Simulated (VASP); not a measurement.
# VSi2 (P6_422) in VASP: further runs, part 2 of 2

VASP 6.6.1. The steps go on from the part before.

**3. Single point, PBEsol (11.32 Å³/atom)**

This run uses another cell than the first one, of 11.32 Å³/atom.

INCAR

```
PREC = Accurate ; ENCUT = 520
EDIFF = 1E-6 ; ISMEAR = 0
SIGMA = 0.1 ; LREAL = F
LASPH = T ; NELM = 80
ALGO = Normal ; ISIF = 2
LWAVE = F ; LCHARG = F
GGA = PS ; NBANDS = 42
```

KPOINTS

```
Automatic mesh
0
Gamma
  12 12 6
```

POSCAR

```
VSi2
1.0
    4.3721221252      0.0000000000      0.0000000000
   -2.1860610626      3.7863688288      0.0000000000
    0.0000000000      0.0000000000      6.1543854005
V Si
3 6
Direct
    0.5000000000      0.0000000000      0.0000000000
    0.5000000000      0.5000000000      0.6666666667
    0.0000000000      0.5000000000      0.3333333333
    0.1637651520      0.3275303040      0.0000000000
    0.8362348480      0.1637651520      0.6666666667
    0.6724696960      0.8362348480      0.3333333333
    0.8362348480      0.6724696960      0.0000000000
    0.1637651520      0.8362348480      0.6666666667
    0.3275303040      0.1637651520      0.3333333333
```

Potentials or basis: VASP PAW PBE potentials, release 64 (V_sv, Si).

Launch:

```bash
$ cat potpaw_PBE.64/V_sv/POTCAR potpaw_PBE.64/Si/POTCAR > POTCAR
$ mpirun -np 1 vasp_std > vasp.out
```

OUTCAR:

```text
PREC = Accurate
   ENCUT = 520
   EDIFF = 1E-6
   ISMEAR = 0
   LREAL = F
   LASPH = T
   NELM = 80
   ISIF = 2
   GGA = PS

 ion  position               nearest neighbor table
   1  0.500  0.000  0.000-   5 2.41   8 2.41   6 2.41   9 2.41   4 2.51   7 2.51   4 2.51   7 2.51
                             4 2.55   7 2.55
   2  0.500  0.500  0.667-   4 2.41   7 2.41   6 2.41   9 2.41   5 2.51   8 2.51   8 2.51   5 2.51
                             8 2.55   5 2.55
   3  0.000  0.500  0.333-   4 2.41   7 2.41   5 2.41   8 2.41   9 2.51   6 2.51   9 2.51   6 2.51
                             6 2.55   9 2.55
   4  0.164  0.328  0.000-   9 2.40   5 2.40   2 2.41   3 2.41   7 2.48   1 2.51   1 2.51   1 2.55
                             7 2.55   7 2.55   8 2.97   6 2.97   6 3.03   8 3.03
   5  0.836  0.164  0.667-   4 2.40   6 2.40   1 2.41   3 2.41   8 2.48   2 2.51   2 2.51   2 2.55
                             8 2.55   8 2.55   7 2.97   9 2.97   7 3.03   9 3.03
   6  0.672  0.836  0.333-   7 2.40   5 2.40   1 2.41   2 2.41   9 2.48   3 2.51   3 2.51   3 2.55
                             9 2.55   9 2.55   4 2.97   8 2.97   4 3.03   8 3.03
   7  0.836  0.672  0.000-   6 2.40   8 2.40   2 2.41   3 2.41   4 2.48   1 2.51   1 2.51   1 2.55
                             4 2.55   4 2.55   5 2.97   9 2.97   5 3.03   9 3.03
   8  0.164  0.836  0.667-   7 2.40   9 2.40   1 2.41   3 2.41   5 2.48   2 2.51   2 2.51   2 2.55
                             5 2.55   5 2.55   4 2.97   6 2.97   4 3.03   6 3.03
   9  0.328  0.164  0.333-   4 2.40   8 2.40   1 2.41   2 2.41   6 2.48   3 2.51   3 2.51   3 2.55
                             6 2.55   6 2.55   7 2.97   5 2.97   7 3.03   5 3.03

  LATTYP: Found a hexagonal cell.
 ALAT       =     4.3721221252
 C/A-ratio  =     1.4076426102

  Lattice vectors:

 A1 = (   4.3721221252,   0.0000000000,   0.0000000000)
 A2 = (  -2.1860610626,   3.7863688288,   0.0000000000)
 A3 = (   0.0000000000,   0.0000000000,   6.1543854005)

Analysis of symmetry for initial positions (statically):
=====================================================================
 Subroutine PRICEL returns:
 Original cell was already a primitive cell.

 Routine SETGRP: Setting up the symmetry group for a
 hexagonal supercell.

 Subroutine GETGRP returns: Found 12 space group operations
 (whereof  4 operations were pure point group operations)
 out of a pool of 24 trial point group operations.
[... 165 lines left out ...]
  volume of cell :      101.88
 maximum number of plane-waves:      2769
 NGX is ok and might be reduce to    36
   NGX = 17   NGY = 17   NGZ = 23

 number of electron      62.9999994 magnetization

 Free energy of the ion-electron system (eV)
  ---------------------------------------------------
  ext. energy  EPLUGINS =         0.00000000
  ---------------------------------------------------
  free energy    TOTEN  =       -68.08162034 eV

  energy without entropy =      -68.05111489  energy(sigma->0) =      -68.06636762

 E-fermi :  12.8219     XC(G=0): -12.8397

 val. band max:       12.8215636212   @ k =   0.3333   0.2500   0.0000
 cond. band min:      12.8219337549   @ k =   0.3333   0.2500   0.1667
 fundamental gap:      0.0003701337
 Fermi energy:        12.8218911351

 k-point     1 :       0.0000    0.0000    0.0000
  band No.  band energies     occupation
      1     -50.6396      2.00000
      2     -50.6124      2.00000
      3     -50.6124      2.00000
      4     -24.7972      2.00000
      5     -24.7972      2.00000
      6     -24.7495      2.00000
[... 1069 lines left out ...]
     41      16.6001      0.00000
     42      16.8643      0.00000

 [... further k-points ...]

------------------------ aborting loop because EDIFF is reached ----------------------------------------

  FORCE on cell =-STRESS in cart. coord.  units (eV):
  Direction    XX          YY          ZZ          XY          YZ          ZX
  --------------------------------------------------------------------------------------
  -------------------------------------------------------------------------------------
  Total       13.9389442     13.9389442     13.9851947      0.0000000      0.0000000     -0.0000000
  in kB      219.2000110    219.2000110    219.9273332      0.0000000      0.0000000     -0.0000000
  external PRESSURE =     219.4424517 kB  Pullay stress =       0.0000000 kB

 VOLUME and BASIS-vectors are now :
 -----------------------------------------------------------------------------
  energy-cutoff  :      520.00
  volume of cell :      101.88
      direct lattice vectors                 reciprocal lattice vectors
     4.372122125  0.000000000  0.000000000     0.228721882  0.132052640  0.000000000
    -2.186061063  3.786368829  0.000000000     0.000000000  0.264105280  0.000000000
     0.000000000  0.000000000  6.154385400     0.000000000  0.000000000  0.162485762

 POSITION                                       TOTAL-FORCE (eV/Angst)
 -----------------------------------------------------------------------------------
      2.18606      0.00000      0.00000        -0.000000     -0.000000      0.000000
      1.09303      1.89318      4.10292        -0.000000     -0.000000      0.000000
     -1.09303      1.89318      2.05146         0.000000     -0.000000     -0.000000
      0.00000      1.24015      0.00000        -0.000000      0.002535      0.000000
      3.29812      0.62008      4.10292        -0.002195      0.001267     -0.000000
      1.11206      3.16629      2.05146        -0.002195     -0.001267     -0.000000
      2.18606      2.54622      0.00000         0.000000     -0.002535     -0.000000
     -1.11206      3.16629      4.10292         0.002195     -0.001267     -0.000000
      1.07400      0.62008      2.05146         0.002195      0.001267      0.000000
 -----------------------------------------------------------------------------------
    total drift:                                0.000000     -0.000000     -0.000001

  FREE ENERGIE OF THE ION-ELECTRON SYSTEM (eV)
  ---------------------------------------------------
  free  energy   TOTEN  =       -68.0816203392 eV

  energy  without entropy=      -68.0511148912  energy(sigma->0) =      -68.06636762
```

OSZICAR:

```text
N       E                     dE             d eps       ncg     rms          rms(c)
DAV:   1     0.712640209504E+03    0.71264E+03   -0.33152E+04  6736   0.152E+03
DAV:   2    -0.238132913783E+02   -0.73645E+03   -0.71191E+03  6392   0.473E+02
DAV:   3    -0.739180296844E+02   -0.50105E+02   -0.48006E+02  8214   0.118E+02
DAV:   4    -0.750764187290E+02   -0.11584E+01   -0.11490E+01  7952   0.176E+01
DAV:   5    -0.750967388438E+02   -0.20320E-01   -0.20290E-01  7878   0.260E+00    0.517E+01
DAV:   6    -0.720293084978E+02    0.30674E+01   -0.95606E+01  8408   0.600E+01    0.174E+01
DAV:   7    -0.691535144669E+02    0.28758E+01   -0.52048E+01  8202   0.475E+01    0.205E+01
DAV:   8    -0.680713630814E+02    0.10822E+01   -0.54261E+00  7862   0.156E+01    0.132E+00
DAV:   9    -0.680827698733E+02   -0.11407E-01   -0.15759E-01  8270   0.190E+00    0.893E-01
DAV:  10    -0.680819727458E+02    0.79713E-03   -0.23948E-03  7342   0.271E-01    0.509E-01
DAV:  11    -0.680816464418E+02    0.32630E-03   -0.53203E-04  8982   0.137E-01    0.476E-02
DAV:  12    -0.680816241454E+02    0.22296E-04   -0.18127E-04  8570   0.804E-02    0.287E-02
DAV:  13    -0.680816209408E+02    0.32046E-05   -0.12166E-05  7366   0.233E-02    0.636E-03
DAV:  14    -0.680816203392E+02    0.60163E-06   -0.64873E-07  4694   0.556E-03
   1 F= -.68081620E+02 E0= -.68066368E+02  d E =-.305054E-01
```

stdout:

```text
POSCAR found type information on POSCAR V Si
 POSCAR found :  2 types and       9 ions
 scaLAPACK will be used
 -----------------------------------------------------------------------------
|                                                                             |
|                                                                             |
|     You enforced a specific xc type in the INCAR file but a different       |
|     I HOPE YOU KNOW WHAT YOU ARE DOING!                                     |
|                                                                             |
 -----------------------------------------------------------------------------

 LDA part: xc-table for (Slater+PW92), standard interpolation
 POSCAR, INCAR and KPOINTS ok, starting setup
 FFT: planning ... GRIDC
 FFT: planning ... GRID_SOFT
 FFT: planning ... GRID
 WAVECAR not read
 entering main loop
```

It took 2.3 min on 1 thread of Intel Xeon 6975P-C (Granite Rapids), shared host; peak memory 0.4 GiB.

What came out:

```yaml
Free_energy: -68.0816 eV
Pressure: 21.9 GPa
Band_gap_on_the_k_mesh: zero (an odd number of electrons rules out a gap without spin polarisation)
```

Forces in eV/Å, atoms in the order of the input:
```
V    0.000  0.000  0.000
V    0.000  0.000  0.000
V    0.000  0.000  0.000
Si   0.000  0.003  0.000
Si  -0.002  0.001  0.000
Si  -0.002 -0.001  0.000
Si   0.000 -0.003  0.000
Si   0.002 -0.001  0.000
Si   0.002  0.001  0.000
```

Levels at points of the mesh, in eV from the Fermi level:
| k point | band 27 | band 28 | band 29 | band 30 | band 31 | band 32 | band 33 | band 34 | band 35 | band 36 |
| --- | --- | --- | --- | --- | --- | --- | --- | --- | --- | --- |
| (0.00, 0.00, 0.00) | -2.26 | -2.26 | -2.20 | -2.08 | -2.08 | -1.86 | 0.33 | 2.50 | 2.86 | 2.86 |
| (0.50, 0.00, 0.00) | -1.82 | -1.56 | -0.81 | -0.73 | -0.20 | 0.08 | 0.44 | 1.18 | 1.64 | 1.76 |
| (0.00, 0.00, 0.50) | -2.11 | -2.07 | -2.04 | -2.04 | -1.92 | 0.58 | 0.58 | 2.56 | 2.90 | 2.92 |
| (0.50, 0.00, 0.50) | -1.76 | -1.60 | -1.59 | -1.33 | -0.54 | 0.00 | 0.95 | 1.52 | 2.05 | 2.09 |

Caveat: the cell stands under pressure; the PAW data sets were made with another functional, which shifts forces and pressure a little.
